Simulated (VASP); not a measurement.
# CaO in VASP: a series of runs, part 2 of 2

VASP 6.6.1.

### Step 4. Single point, LDA (in-plane strain -0.02, then relaxed in part)

INCAR reads:

```
PREC     = Accurate       # precision mode
ENCUT    = 520            # plane-wave cutoff, eV
EDIFF    = 1E-7           # SCF threshold, eV
ISMEAR   = 0              # smearing method
SIGMA    = 0.01           # smearing width, eV
LREAL    = F              # projectors in reciprocal space
LASPH    = T              # aspherical terms in the spheres
NELM     = 60             # most SCF steps
ALGO     = Normal         # electronic algorithm
ISIF     = 2              # what is computed and relaxed
LWAVE    = F              # write WAVECAR
LCHARG   = F              # write CHGCAR
GGA      = CA             # functional
NBANDS   = 15             # bands
```

KPOINTS reads:

```
Automatic mesh
0
Gamma
  8 8 8
```

POSCAR reads:

```
CaO
1.0
    2.3068708221      2.3068708221      0.0000000000
   -2.3068708221      2.3068708221      0.0000000000
    0.0000000000      2.3068708221      2.3778783292
Ca O
1 1
Direct
    0.0000000000      0.0000000000      0.0000000000
    0.5000000000      0.5000000000      0.0000000000
```

Potentials or basis: VASP PAW LDA potentials, release 64 (Ca_sv, O).

On the command line:

```
$ cat potpaw_LDA.64/Ca_sv/POTCAR potpaw_LDA.64/O/POTCAR > POTCAR
$ mpirun -np 1 vasp_std > vasp.out
```

OUTCAR:

```text
PREC = Accurate
   ENCUT = 520
   EDIFF = 1E-7
   ISMEAR = 0
   LREAL = F
   LASPH = T
   NELM = 60
   ISIF = 2
   GGA = CA

 ion  position               nearest neighbor table
   1  0.000  0.000  0.000-   2 2.31   2 2.31   2 2.31   2 2.31   2 2.38   2 2.38
   2  0.500  0.500  0.000-   1 2.31   1 2.31   1 2.31   1 2.31   1 2.38   1 2.38

  LATTYP: Found a body centered tetragonal cell.
 ALAT       =     3.2624080033
 C/A-ratio  =     1.4577442961

  Lattice vectors:

 A1 = (   2.3068708221,   0.0000000000,  -2.3778783292)
 A2 = (  -2.3068708221,   0.0000000000,  -2.3778783292)
 A3 = (   0.0000000000,   2.3068708221,   2.3778783292)

Analysis of symmetry for initial positions (statically):
=====================================================================
 Subroutine PRICEL returns:
 Original cell was already a primitive cell.

 Routine SETGRP: Setting up the symmetry group for a
 body centered tetragonal supercell.

 Subroutine GETGRP returns: Found 16 space group operations
 (whereof 16 operations were pure point group operations)
 out of a pool of 16 trial point group operations.

The static configuration has the point symmetry D_4h.

Analysis of symmetry for dynamics (positions and initial velocities):
=====================================================================
 Subroutine PRICEL returns:
 Original cell was already a primitive cell.

 Routine SETGRP: Setting up the symmetry group for a
 body centered tetragonal supercell.

 Subroutine GETGRP returns: Found 16 space group operations
 (whereof 16 operations were pure point group operations)
 out of a pool of 16 trial point group operations.

The dynamic configuration has the point symmetry D_4h.

 Subroutine INISYM returns: Found 16 space group operations
 (whereof 16 operations are pure point group operations),
 and found     1 'primitive' translations

----------------------------------------------------------------------------------------

[... 116 lines left out ...]
   LORBIT       =      0    0 simple, 1 ext, 2 COOP (PROOUT), +10 PAW based schemes
   GGA     = CA    functional components
   LHFCALC =     F    Hartree Fock is set to
   AEXX    =    0.0000 exact exchange contribution
   IVDW    =     0    specifies the selected vdW correction
   LEPSILON=     F    determine dielectric tensor
   LRPA    =     F    only Hartree local field effects (RPA)
 non-spin polarized calculation
 Gauss-broadening in eV      SIGMA  =   0.01
  energy-cutoff  :      520.00
  volume of cell :       25.31
 maximum number of plane-waves:       700
   NGX = 13   NGY = 13   NGZ = 13

 number of electron      16.0000000 magnetization

 Free energy of the ion-electron system (eV)
  ---------------------------------------------------
  ext. energy  EPLUGINS =         0.00000000
  ---------------------------------------------------
  free energy    TOTEN  =       -14.19318512 eV

  energy without entropy =      -14.19318512  energy(sigma->0) =      -14.19318512

 E-fermi :   2.6865     XC(G=0): -11.4888

 val. band max:        2.6148555147   @ k =   0.0000   0.0000   0.0000
 cond. band min:       5.9417149643   @ k =   0.5000   0.5000   0.0000
 fundamental gap:      3.3268594496
 Fermi energy:         2.6864948821

 k-point     1 :       0.0000    0.0000    0.0000
  band No.  band energies     occupation
      1     -34.1331      2.00000
      2     -15.1012      2.00000
      3     -15.0903      2.00000
      4     -15.0903      2.00000
      5     -12.8134      2.00000
      6       2.5095      2.00000
      7       2.6149      2.00000
      8       2.6149      2.00000
      9       7.8760      0.00000
     10       8.7363      0.00000
     11       8.9754      0.00000
     12       8.9754      0.00000
     13      10.5312      0.00000
     14      10.7810      0.00000
[... 401 lines left out ...]
      2     -16.3042      2.00000
      3     -15.2810      2.00000
      4     -15.1003      2.00000
      5     -11.5321      2.00000
      6       0.4469      2.00000
      7       1.4124      2.00000
      8       1.7467      2.00000
      9       8.9413      0.00000
     10      10.1703      0.00000
     11      10.2148      0.00000
     12      11.0211      0.00000
     13      12.7657      0.00000
     14      13.2453      0.00000
     15      19.1909      0.00000

 [... further k-points ...]
[... 5 lines left out ...]
  --------------------------------------------------------------------------------------
  -------------------------------------------------------------------------------------
  Total        1.2524493      1.2524493      0.1414300      0.0000000     -0.0000000      0.0000000
  in kB       79.2874689     79.2874689      8.9533556      0.0000000     -0.0000000      0.0000000
  external PRESSURE =      55.8427645 kB  Pullay stress =       0.0000000 kB

 VOLUME and BASIS-vectors are now :
 -----------------------------------------------------------------------------
  energy-cutoff  :      520.00
  volume of cell :       25.31
      direct lattice vectors                 reciprocal lattice vectors
     2.306870822  2.306870822  0.000000000     0.216743823  0.216743823 -0.210271482
    -2.306870822  2.306870822  0.000000000    -0.216743823  0.216743823 -0.210271482
     0.000000000  2.306870822  2.377878329     0.000000000  0.000000000  0.420542964

 POSITION                                       TOTAL-FORCE (eV/Angst)
 -----------------------------------------------------------------------------------
      0.00000      0.00000      0.00000         0.000000      0.000000      0.000000
      0.00000      2.30687      0.00000        -0.000000      0.000000      0.000000
 -----------------------------------------------------------------------------------
    total drift:                                0.000000     -0.000000     -0.000000

  FREE ENERGIE OF THE ION-ELECTRON SYSTEM (eV)
  ---------------------------------------------------
  free  energy   TOTEN  =       -14.1931851235 eV

  energy  without entropy=      -14.1931851235  energy(sigma->0) =      -14.19318512
```

OSZICAR:

```text
N       E                     dE             d eps       ncg     rms          rms(c)
DAV:   1     0.122634160958E+03    0.12263E+03   -0.84707E+03  1770   0.110E+03
DAV:   2    -0.108602980223E+02   -0.13349E+03   -0.12515E+03  2198   0.294E+02
DAV:   3    -0.158089568428E+02   -0.49487E+01   -0.49171E+01  2149   0.585E+01
DAV:   4    -0.159301357087E+02   -0.12118E+00   -0.12111E+00  2372   0.852E+00
DAV:   5    -0.159326102551E+02   -0.24745E-02   -0.24744E-02  2167   0.113E+00    0.850E+00
DAV:   6    -0.143312217195E+02    0.16014E+01   -0.46431E+00  1981   0.220E+01    0.351E+00
DAV:   7    -0.142286096885E+02    0.10261E+00   -0.38530E-01  2044   0.675E+00    0.178E+00
DAV:   8    -0.141940842464E+02    0.34525E-01   -0.76035E-02  2274   0.282E+00    0.357E-01
DAV:   9    -0.141930748310E+02    0.10094E-02   -0.40383E-03  1994   0.527E-01    0.893E-02
DAV:  10    -0.141931973173E+02   -0.12249E-03   -0.27815E-04  2315   0.147E-01    0.246E-02
DAV:  11    -0.141931870527E+02    0.10265E-04   -0.27304E-05  2341   0.585E-02    0.115E-02
DAV:  12    -0.141931851416E+02    0.19111E-05   -0.50529E-06  2094   0.284E-02    0.149E-03
DAV:  13    -0.141931851235E+02    0.18073E-07   -0.43620E-07  2100   0.720E-03
   1 F= -.14193185E+02 E0= -.14193185E+02  d E =-.113217E-26
```

stdout:

```text
POSCAR found type information on POSCAR CaO
 POSCAR found :  2 types and       2 ions
 scaLAPACK will be used
 LDA part: xc-table for (Slater(with rela. corr.)+CA(PZ))
 , standard interpolation
 POSCAR, INCAR and KPOINTS ok, starting setup
 FFT: planning ... GRIDC
 FFT: planning ... GRID_SOFT
 FFT: planning ... GRID
 WAVECAR not read
 entering main loop
```

Run time: 11 s. Hardware: 1 thread of Intel Xeon 6975P-C, shared host; peak memory 0.15 GiB.

Results:

| Quantity | Value |
| --- | --- |
| Free energy | -14.1932 eV |
| Pressure | 5.6 GPa |
| Band gap on the k mesh | 3.33 eV, indirect (least direct gap 3.68 eV) |

Levels at points of the mesh, in eV from the valence-band top:
| k point | band 5 | band 6 | band 7 | band 8 | band 9 | band 10 | band 11 | band 12 |
| --- | --- | --- | --- | --- | --- | --- | --- | --- |
| (0.00, 0.00, 0.00) | -15.43 | -0.11 | 0.00 | 0.00 | 5.26 | 6.12 | 6.36 | 6.36 |
| (0.50, 0.00, 0.00) | -13.72 | -2.98 | -1.48 | -1.47 | 7.35 | 8.76 | 8.80 | 8.98 |
| (0.50, 0.50, 0.00) | -15.20 | -1.20 | -0.46 | -0.36 | 3.33 | 8.66 | 9.42 | 10.01 |
| (0.00, 0.00, 0.50) | -15.19 | -1.42 | -0.32 | -0.32 | 3.43 | 8.68 | 9.37 | 10.12 |

Caveat: the cell differs from its parent crystal (in-plane strain -0.02, then relaxed in part). A k mesh can miss the band edges.

### Step 5. Summary

| task | cell | k mesh | cutoff (eV) | smearing | gap on the mesh (eV) | pressure (GPa) |
| --- | --- | --- | --- | --- | --- | --- |
| relaxation of cell and atoms | relaxed from a = 3.403 Å, angles 60.0, 60.0, 90.0°, 2 atoms | 12 × 12 × 12 | 600 | fermi-dirac 0.1 eV | 3.43 | 0.0 |
| single point | a = 3.329 Å, angles 60.0, 60.0, 90.0°, 2 atoms | 8 × 8 × 8 | 520 | gaussian 0.01 eV | 3.42 | 1.0 |
| single point | a = 3.262, b = 3.262, c = 3.313 Å, angles 60.5, 60.5, 90.0°, 2 atoms | 8 × 8 × 8 | 520 | gaussian 0.01 eV | 3.33 | 5.6 |

Alike in all rows: level LDA; potentials or basis VASP PAW LDA potentials, release 64 (Ca_sv, O); no spin polarisation.

Total energies depend on the potentials used, so only differences within one code and one set of settings carry meaning.
